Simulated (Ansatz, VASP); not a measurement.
Two plane-wave programs on Si3N4

Contents of POSCAR:

```
Si3N4
1.0
    7.6056354761      0.0000000000      0.0000000000
   -3.8028177380      6.5866735342      0.0000000000
    0.0000000000      0.0000000000      2.9056594875
Si N
6 8
Direct
    0.7693834470      0.1754259185      0.2500000000
    0.5939575286      0.7693834470      0.7500000000
    0.8245740815      0.5939575286      0.2500000000
    0.2306165530      0.8245740815      0.7500000000
    0.4060424714      0.2306165530      0.2500000000
    0.1754259185      0.4060424714      0.7500000000
    0.0312571201      0.3303147533      0.2500000000
    0.7009423668      0.0312571201      0.7500000000
    0.6696852467      0.7009423668      0.2500000000
    0.9687428799      0.6696852467      0.7500000000
    0.2990576332      0.9687428799      0.2500000000
    0.3303147533      0.2990576332      0.7500000000
    0.6666666667      0.3333333333      0.2500000000
    0.3333333333      0.6666666667      0.7500000000
```

The input INCAR.step1:

```
SYSTEM = Si3N4
PREC = Accurate
ENCUT = 520
ISMEAR = 0
SIGMA = 0.01
LREAL = .False.
LASPH = .True.
NELM = 80
NBANDS = 45
GGA = PE
ALGO = Normal
EDIFF = 1E-4
LWAVE = .True.
LCHARG = .False.
```

The input INCAR.step2:

```
SYSTEM = Si3N4
PREC = Accurate
ENCUT = 520
EDIFF = 1E-6
ISMEAR = 0
SIGMA = 0.01
LREAL = .False.
LASPH = .True.
NELM = 80
ALGO = Normal
ISIF = 2
LWAVE = .False.
LCHARG = .True.
METAGGA = R2SCAN
LMIXTAU = .True.
LELF = .True.
LVHAR = .True.
NBANDS = 45
ISTART = 1
```

The input KPOINTS:

```
Automatic mesh
0
Gamma
  6 6 8
  0 0 0
```

Input for Ansatz:

```yaml
crystal:
  lattice:
    - [7.6056354761, 0.0, 0.0]
    - [-3.802817738, 6.5866735342, 0.0]
    - [0.0, 0.0, 2.9056594875]
  atoms:
    - { symbol: Si, position: [0.769383447, 0.1754259185, 0.25] }
    - { symbol: Si, position: [0.5939575286, 0.769383447, 0.75] }
    - { symbol: Si, position: [0.8245740815, 0.5939575286, 0.25] }
    - { symbol: Si, position: [0.230616553, 0.8245740815, 0.75] }
    - { symbol: Si, position: [0.4060424714, 0.230616553, 0.25] }
    - { symbol: Si, position: [0.1754259185, 0.4060424714, 0.75] }
    - { symbol: "N", position: [0.0312571201, 0.3303147533, 0.25] }
    - { symbol: "N", position: [0.7009423668, 0.0312571201, 0.75] }
    - { symbol: "N", position: [0.6696852467, 0.7009423668, 0.25] }
    - { symbol: "N", position: [0.9687428799, 0.6696852467, 0.75] }
    - { symbol: "N", position: [0.2990576332, 0.9687428799, 0.25] }
    - { symbol: "N", position: [0.3303147533, 0.2990576332, 0.75] }
    - { symbol: "N", position: [0.6666666667, 0.3333333333, 0.25] }
    - { symbol: "N", position: [0.3333333333, 0.6666666667, 0.75] }
kpoints:
  mp_grid: { grid: [6, 6, 8] }
  band_path:
    path:
      - [0.0, 0.0, 0.0]
      - [0.5, 0.0, 0.0]
      - [0.3333333333, 0.3333333333, 0.0]
      - [0.0, 0.0, 0.5]
      - [0.5, 0.0, 0.5]
      - [0.3333333333, 0.3333333333, 0.5]
      - [0.0, 0.0, 0.171875]
    npoints: 1
hamiltonian:
  xc: r2scan
scf:
  occupations: { method: fixed }
  n_extra_bands: 7
output:
  forces: true
  stress: true
  eigenvalues: true
```

Alike in both runs: task single point; functional r2SCAN; k mesh 6 × 6 × 8; no spin polarisation.

|  | VASP | Ansatz |
| --- | --- | --- |
| version | VASP 6.6.1 | Ansatz 0.2.0 |
| potentials or method | VASP PAW PBE potentials, release 64 (Si, N) | plane waves, PAW |
| plane-wave cutoff (eV) | 520 | 500 |
| occupations | gaussian, width 0.01 eV | fixed |
| valence electrons in the cell | 64 | 64 |

```tsv
	VASP	Ansatz	Ansatz less VASP
gap on the k mesh at the Fermi level (eV)	5.00	5.01	+0.008
pressure (GPa)	-0.2	0.0	+0.16
```

VASP's potentials were made for PBE, not for r2SCAN.
